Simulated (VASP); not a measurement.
**C: single point with PBEsol+D3(BJ)**

C:

```xyz
4
Lattice="2.3604 0.0000 0.0000 -1.1802 2.0442 0.0000 0.0000 0.0000 6.7928" Properties=species:S:1:pos:R:3 pbc="T T T"
C     0.0000    0.0000    0.0170
C     0.0000    0.0000    3.4134
C     0.0000    1.3628    0.0170
C     1.1802    0.6814    3.4134
```

* Program: VASP 6.6.1
* Task: single point
* Functional: PBEsol
* Dispersion: D3(BJ)
* Potentials or basis: VASP PAW PBE potentials, release 64 (C)
* Cutoff: 520 eV
* k mesh: 21 × 21 × 8
* Occupations: gaussian, width 0.15 eV
* Spin: no spin polarisation
* Dipole correction: no
* Further INCAR settings: ALGO = Normal; EDIFF = 1e-06; NBANDS = 16

```
Pressure                   : 42.3 GPa
Band gap on the k mesh     : zero (bands 8 and 9 overlap by 0.02 eV)
Dispersion energy per atom : -0.104 eV
```

Stress tensor (GPa, compression positive):
```
64.10  0.00  0.00
 0.00 64.10  0.00
 0.00  0.00 -1.20
```

Levels at points of the mesh, in eV from the Fermi level:
| k point | band 6 | band 7 | band 8 | band 9 | band 10 | band 11 |
| --- | --- | --- | --- | --- | --- | --- |
| (0.00, 0.00, 0.00) | -2.90 | -2.88 | -2.88 | 3.44 | 9.20 | 9.20 |
| (0.00, 0.00, 0.50) | -2.89 | -2.89 | -2.89 | 5.98 | 5.98 | 9.22 |

Wall time 2.3 min on 1 thread of AMD EPYC 7R13, with other jobs on the host, peak memory 0.19 GiB.

Caveat: the cell stands under pressure; the PAW data sets were made with another functional, which shifts forces and pressure a little.
